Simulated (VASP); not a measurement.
# Hf2N (P4_2/mnm) in VASP: single point with r2SCAN

Aim: the single point of Hf2N with r2SCAN.

All numbers are computed with VASP 6.6.1; they aren't measurements. Logs are shortened: lines on timing, memory, paths and dates and some standing lists are left out, and cuts for length are marked.

## 1. The cell of the first run

It takes space group P4_2/mnm (No. 136, tetragonal). Conventional cell: a = 5.325 Å, b = 5.325 Å, c = 3.250 Å, α = 90.00°, β = 90.00°, γ = 90.00°. Hf (site symmetry m2m) has 3 N at 2.23 to 2.24 Å within 2.9 Å. Within 2.9 Å of N (site symmetry mmm) lie 6 Hf at 2.23 to 2.24 Å.

## 2. Single point, r2SCAN

Contents of POSCAR:

```
Hf2N
1.0
    5.3251070796      0.0000000000      0.0000000000
    0.0000000000      5.3251070796      0.0000000000
    0.0000000000      0.0000000000      3.2499869525
Hf N
4 2
Direct
    0.2954865867      0.2954865867      0.0000000000
    0.7045134133      0.7045134133      0.0000000000
    0.7954865867      0.2045134133      0.5000000000
    0.2045134133      0.7954865867      0.5000000000
    0.0000000000      0.0000000000      0.0000000000
    0.5000000000      0.5000000000      0.5000000000
```

Contents of INCAR.step1:

```
SYSTEM = Hf2N
PREC = Accurate ; ENCUT = 520
ISMEAR = 0 ; SIGMA = 0.1
LREAL = .FALSE. ; LASPH = .TRUE.
NELM = 100 ; NBANDS = 34
GGA = PE ; ALGO = Normal
EDIFF = 1E-4 ; LWAVE = .TRUE.
LCHARG = .FALSE.
```

Contents of INCAR.step2:

```
SYSTEM = Hf2N
PREC = Accurate ; ENCUT = 520
EDIFF = 1E-7 ; ISMEAR = 0
SIGMA = 0.1 ; LREAL = .FALSE.
LASPH = .TRUE. ; NELM = 100
ALGO = Normal ; ISIF = 2
LWAVE = .FALSE. ; LCHARG = .FALSE.
METAGGA = R2SCAN ; LMIXTAU = .TRUE.
NBANDS = 34 ; ISTART = 1
```

Contents of KPOINTS:

```
regular mesh
0
G
  8 8 12
  0 0 0
```

Potentials or basis: VASP PAW PBE potentials, release 64 (Hf_pv, N).

On the command line:

```bash
> cat potpaw_PBE.64/Hf_pv/POTCAR potpaw_PBE.64/N/POTCAR > POTCAR
> cp INCAR.step1 INCAR
> mpirun -np 1 vasp_std > vasp.out
> cp INCAR.step2 INCAR
> mpirun -np 1 vasp_std > vasp.out
```

OUTCAR:

```text
SYSTEM = Hf2N
   PREC = Accurate
   ENCUT = 520
   EDIFF = 1E-7
   ISMEAR = 0
   LREAL = .FALSE.
   LASPH = .TRUE.
   NELM = 100
   ISIF = 2
   METAGGA = R2SCAN
   ISTART = 1

 ion  position               nearest neighbor table
   1  0.295  0.295  0.000-   5 2.23   6 2.24   6 2.24   2 3.08   4 3.16   3 3.16   4 3.16   3 3.16
                             4 3.16   4 3.16   3 3.16   3 3.16   2 3.83   2 3.83
   2  0.705  0.705  0.000-   5 2.23   6 2.24   6 2.24   1 3.08   4 3.16   3 3.16   4 3.16   3 3.16
                             3 3.16   3 3.16   4 3.16   4 3.16   1 3.83   1 3.83
   3  0.795  0.205  0.500-   6 2.23   5 2.24   5 2.24   4 3.08   1 3.16   1 3.16   2 3.16   2 3.16
                             2 3.16   2 3.16   1 3.16   1 3.16   4 3.83   4 3.83
   4  0.205  0.795  0.500-   6 2.23   5 2.24   5 2.24   3 3.08   1 3.16   1 3.16   2 3.16   2 3.16
                             1 3.16   1 3.16   2 3.16   2 3.16   3 3.83   3 3.83
   5  0.000  0.000  0.000-   1 2.23   2 2.23   3 2.24   4 2.24   3 2.24   4 2.24
   6  0.500  0.500  0.500-   3 2.23   4 2.23   1 2.24   2 2.24   1 2.24   2 2.24

  LATTYP: Found a simple tetragonal cell.
 ALAT       =     5.3251070796
 C/A-ratio  =     0.6103139156

  Lattice vectors:

 A1 = (   5.3251070796,   0.0000000000,   0.0000000000)
 A2 = (   0.0000000000,   5.3251070796,   0.0000000000)
 A3 = (   0.0000000000,   0.0000000000,   3.2499869525)

Analysis of symmetry for initial positions (statically):
=====================================================================
 Subroutine PRICEL returns:
 Original cell was already a primitive cell.

 Routine SETGRP: Setting up the symmetry group for a
 simple tetragonal supercell.

 Subroutine GETGRP returns: Found 16 space group operations
 (whereof  8 operations were pure point group operations)
 out of a pool of 16 trial point group operations.

The static configuration has the point symmetry D_2h.
 The point group associated with its full space group is D_4h.

Analysis of symmetry for dynamics (positions and initial velocities):
=====================================================================
 Subroutine PRICEL returns:
 Original cell was already a primitive cell.

 Routine SETGRP: Setting up the symmetry group for a
 simple tetragonal supercell.

 Subroutine GETGRP returns: Found 16 space group operations
 (whereof  8 operations were pure point group operations)
 out of a pool of 16 trial point group operations.

The dynamic configuration has the point symmetry D_2h.
 The point group associated with its full space group is D_4h.

 Subroutine INISYM returns: Found 16 space group operations
 (whereof  8 operations are pure point group operations),
 and found     1 'primitive' translations

----------------------------------------------------------------------------------------

                                     Primitive cell

  volume of cell :      92.1591

  direct lattice vectors                    reciprocal lattice vectors
     5.325107080  0.000000000  0.000000000     0.187789651  0.000000000  0.000000000
     0.000000000  5.325107080  0.000000000     0.000000000  0.187789651  0.000000000
     0.000000000  0.000000000  3.249986953     0.000000000  0.000000000  0.307693543

  length of vectors
     5.325107080  5.325107080  3.249986953     0.187789651  0.187789651  0.307693543

  position of ions in fractional coordinates (direct lattice)
     0.295486587  0.295486587  0.000000000
     0.704513413  0.704513413  0.000000000
     0.795486587  0.204513413  0.500000000
     0.204513413  0.795486587  0.500000000
     0.000000000  0.000000000  0.000000000
     0.500000000  0.500000000  0.500000000

  ion indices of the primitive-cell ions
   primitive index   ion index
                 1           1
                 2           2
                 3           3
                 4           4
                 5           5
                 6           6

----------------------------------------------------------------------------------------

 KPOINTS: regular mesh

Automatic generation of k-mesh.
 Grid dimensions read from file:
 generate k-points for:    8    8   12

 Generating k-lattice:

  Cartesian coordinates                     Fractional coordinates (reciprocal lattice)
     0.023473706  0.000000000  0.000000000     0.125000000  0.000000000  0.000000000
     0.000000000  0.023473706  0.000000000     0.000000000  0.125000000  0.000000000
     0.000000000  0.000000000  0.025641129     0.000000000  0.000000000  0.083333333

  Length of vectors
     0.023473706  0.023473706  0.025641129

  Shift w.r.t. Gamma in fractional coordinates (k-lattice)
     0.000000000  0.000000000  0.000000000

 Subroutine IBZKPT returns following result:
 ===========================================

 Found    105 irreducible k-points:

 Following reciprocal coordinates:
            Coordinates               Weight
  0.000000  0.000000  0.000000      1.000000
  0.125000  0.000000  0.000000      4.000000
  0.250000  0.000000  0.000000      4.000000
  0.375000  0.000000  0.000000      4.000000
  0.500000  0.000000  0.000000      2.000000
  0.125000  0.125000  0.000000      4.000000
[... 16 lines left out ...]
  0.375000  0.125000  0.083333     16.000000
  0.500000  0.125000  0.083333      8.000000
 [... further k-points ...]
   k-points           NKPTS =    105   k-points in BZ     NKDIM =    105   number of bands    NBANDS=     34
   number of dos      NEDOS =    301   number of ions     NIONS =      6
   total plane-waves  NPLWV =  38400
   dimension x,y,z NGX =    40 NGY =   40 NGZ =   24
   dimension x,y,z NGXF=    80 NGYF=   80 NGZF=   48
   ions per type =               4   2
   NGX,Y,Z   is equivalent  to a cutoff of  12.49, 12.49, 12.28 a.u.
   NGXF,Y,Z  is equivalent  to a cutoff of  24.98, 24.98, 24.55 a.u.
 SYSTEM =  Hf2N
   PREC   = accura    normal or accurate (medium, high low for compatibility)
   ISTART =      1    job   : 0-new  1-cont  2-samecut
   ICHARG =      0    charge: 1-file 2-atom 10-const
   ISPIN  =      1    spin polarized calculation?
   LNONCOLLINEAR =      F non collinear calculations
   LSORBIT =      F    spin-orbit coupling
   LASPH  =      T    aspherical Exc in radial PAW
   ENCUT  =  520.0 eV  38.22 Ry    6.18 a.u.   9.90  9.90  6.04*2*pi/ulx,y,z
   NELM   =    100;   NELMIN=  2; NELMDL=  0     # of ELM steps
   EDIFF  = 0.1E-06   stopping-criterion for ELM
   LREAL  =      F    real-space projection
   EDIFFG = 0.1E-05   stopping-criterion for IOM
   NSW    =      0    number of steps for IOM
   IBRION =     -1    ionic relax: 0-MD 1-quasi-New 2-CG
   NFREE  =      0    steps in history (QN), initial steepest desc. (CG)
   ISIF   =      2    stress and relaxation
   ISYM   =      2    0-nonsym 1-usesym 2-fastsym
   POTIM  = 0.5000    time-step for ionic-motion
   TEBEG  =    0.0;   TEEND  =   0.0 temperature during run
   PSTRESS=    0.0 pullay stress
   NELECT =      50.0000    total number of electrons
   NUPDOWN=      -1.0000    fix difference up-down
   EMIN   =  10.00;   EMAX   =-10.00  energy-range for DOS
   EFERMI =   0.00;   METHOD = LEGACY
   ISMEAR =     0;   SIGMA  =   0.10  broadening in eV -4-tet -1-fermi 0-gaus
   EFERMI_NEDOS =   21; number of points for ismear=-14 and -15
   IALGO  =     38    algorithm
   IMIX   =      4    mixing-type and parameters
     AMIX     =   0.40;   BMIX     =  1.00
     AMIX_MAG =   1.60;   BMIX_MAG =  1.00
  volume/ion in A,a.u.               =      15.36       103.65
  Fermi-wavevector in a.u.,A,eV,Ry     =   1.335218  2.523195 24.256550  1.782806
  Thomas-Fermi vector in A             =   2.463939
   LORBIT       =      0    0 simple, 1 ext, 2 COOP (PROOUT), +10 PAW based schemes
   METAGGA = R2SCAN    functional components
   LHFCALC =     F    Hartree Fock is set to
   AEXX    =    0.0000 exact exchange contribution
   IVDW    =     0    specifies the selected vdW correction
   LEPSILON=     F    determine dielectric tensor
   LRPA    =     F    only Hartree local field effects (RPA)
 non-spin polarized calculation
 Gauss-broadening in eV      SIGMA  =   0.10
  energy-cutoff  :      520.00
  volume of cell :       92.16
 maximum number of plane-waves:      2504
 NGX is ok and might be reduce to    40
   NGX = 19   NGY = 19   NGZ = 13

 number of electron      50.0000008 magnetization

 Free energy of the ion-electron system (eV)
  ---------------------------------------------------
  ext. energy  EPLUGINS =         0.00000000
  ---------------------------------------------------
  free energy    TOTEN  =      -207.33016448 eV

  energy without entropy =     -207.31819560  energy(sigma->0) =     -207.32418004

 E-fermi :   5.9011     XC(G=0): -12.8142

 val. band max:        5.8875924827   @ k =   0.2500   0.0000   0.0000
 cond. band min:       5.9050674393   @ k =   0.5000   0.0000   0.2500
 fundamental gap:      0.0174749566
 Fermi energy:         5.9010817137

 k-point     1 :       0.0000    0.0000    0.0000
  band No.  band energies     occupation
      1     -26.5406      2.00000
      2     -26.0726      2.00000
      3     -25.9941      2.00000
      4     -25.9941      2.00000
      5     -25.7628      2.00000
      6     -25.6167      2.00000
[... 26 lines left out ...]
     33       9.2604      0.00000
     34       9.2604      0.00000

 k-point     2 :       0.1250    0.0000    0.0000
  band No.  band energies     occupation
      1     -26.5185      2.00000
      2     -26.0650      2.00000
      3     -26.0185      2.00000
      4     -25.9644      2.00000
      5     -25.7547      2.00000
      6     -25.6137      2.00000
[... 26 lines left out ...]
     33       9.2298      0.00000
     34       9.5638      0.00000

 k-point     3 :       0.2500    0.0000    0.0000
  band No.  band energies     occupation
      1     -26.4571      2.00000
      2     -26.0828      2.00000
      3     -26.0282      2.00000
      4     -25.8921      2.00000
      5     -25.7313      2.00000
      6     -25.6270      2.00000
[... 26 lines left out ...]
     33       9.3325      0.00000
     34       9.9966      0.00000
[... 704 lines left out ...]
 k-point    23 :       0.3750    0.1250    0.0833
  band No.  band energies     occupation
      1     -26.3361      2.00000
      2     -26.1462      2.00000
      3     -25.9486      2.00000
      4     -25.8227      2.00000
      5     -25.7268      2.00000
      6     -25.6938      2.00000
[... 26 lines left out ...]
     33      10.0584      0.00000
     34      10.6144      0.00000

 k-point    24 :       0.5000    0.1250    0.0833
  band No.  band energies     occupation
      1     -26.2402      2.00000
      2     -26.2402      2.00000
      3     -25.8479      2.00000
      4     -25.8479      2.00000
      5     -25.7465      2.00000
      6     -25.7465      2.00000
[... 26 lines left out ...]
     33      10.1266      0.00000
     34      10.1266      0.00000

 [... further k-points ...]
[... 5 lines left out ...]
  --------------------------------------------------------------------------------------
  -------------------------------------------------------------------------------------
  Total       -0.8202913     -0.8202913     -0.9213440      0.0000000      0.0000000      0.0000000
  in kB      -14.2606843    -14.2606843    -16.0174759      0.0000000      0.0000000      0.0000000
  external PRESSURE =     -14.8462815 kB  Pullay stress =       0.0000000 kB

 VOLUME and BASIS-vectors are now :
 -----------------------------------------------------------------------------
  energy-cutoff  :      520.00
  volume of cell :       92.16
      direct lattice vectors                 reciprocal lattice vectors
     5.325107080  0.000000000  0.000000000     0.187789651  0.000000000  0.000000000
     0.000000000  5.325107080  0.000000000     0.000000000  0.187789651  0.000000000
     0.000000000  0.000000000  3.249986953     0.000000000  0.000000000  0.307693543

 POSITION                                       TOTAL-FORCE (eV/Angst)
 -----------------------------------------------------------------------------------
      1.57350      1.57350      0.00000         0.010672      0.010672      0.000000
      3.75161      3.75161      0.00000        -0.010672     -0.010672     -0.000000
      4.23605      1.08906      1.62499         0.010672     -0.010672     -0.000000
      1.08906      4.23605      1.62499        -0.010672      0.010672      0.000000
      0.00000      0.00000      0.00000         0.000000      0.000000      0.000000
      2.66255      2.66255      1.62499         0.000000      0.000000      0.000000
 -----------------------------------------------------------------------------------
    total drift:                                0.000000     -0.000000     -0.000000

  FREE ENERGIE OF THE ION-ELECTRON SYSTEM (eV)
  ---------------------------------------------------
  free  energy   TOTEN  =      -207.3301644817 eV

  energy  without entropy=     -207.3181955963  energy(sigma->0) =     -207.32418004
```

It took 9.2 min on 1 thread of Intel Xeon Platinum 8488C (Sapphire Rapids), shared host; peak memory 0.37 GiB.

Results:

| Item | Value |
| --- | --- |
| Free energy | -207.3302 eV |
| Pressure | -1.5 GPa |
| Largest force | 0.015 eV/Å |
| Band gap on the k mesh | zero (band 25 reaches 7.30 eV, above the bottom of band 26 at 4.56 eV) |

Forces in eV/Å, atoms in the order of the input:
```
Hf   0.011  0.011  0.000
Hf  -0.011 -0.011  0.000
Hf   0.011 -0.011  0.000
Hf  -0.011  0.011  0.000
N    0.000  0.000  0.000
N    0.000  0.000  0.000
```

Caveat: the PAW data sets were made with another functional, which shifts forces and pressure a little; spin-orbit coupling is left out, which moves the levels of the heavy elements.
